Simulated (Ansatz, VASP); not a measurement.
# MgF2 in VASP and in Ansatz

```
Mg F
1.0
     4.66824    0.00000    0.00000
     0.00000    4.66824    0.00000
     0.00000    0.00000    3.02763
Mg F
2 4
Cartesian
  0.0000 0.0000 0.0000
  2.3341 2.3341 1.5138
  1.4142 1.4142 0.0000
  0.9199 3.7484 1.5138
  3.7484 0.9199 1.5138
  3.2540 3.2540 0.0000
```

Change from the starting cell: epitaxial_xy strain +1.0%.

Alike in both runs: task single point; functional HSE06; k mesh 4 × 4 × 6; no spin polarisation.

|  | VASP | Ansatz |
| --- | --- | --- |
| version | VASP 6.6.1 | Ansatz 0.2.0 |
| potentials or method | VASP PAW PBE potentials, release 64 (Mg, F) | plane waves, PAW |
| plane-wave cutoff (eV) | 520 | 420 |
| occupations | gaussian, width 0.01 eV | fixed |
| valence electrons in the cell | 32 | 48 |

```tsv
	VASP	Ansatz	Ansatz less VASP
gap on the k mesh at the Fermi level (eV)	9.33	9.39	+0.063
pressure (GPa)	-0.6	-0.2	+0.39
traceless stress, the component that is largest in VASP (GPa)	1.24	1.21	-0.029
rms of the force components (eV/Å)	0.008	0.012	+0.0035
```

Atom by atom the forces differ by 0.004 eV/Å (rms over components). VASP's potentials hold 32 valence electrons a cell and Ansatz's 48, so a difference there can come from the potentials and not from the codes. Ansatz's warnings: stress exchange threshold loose, stress scf threshold loose.
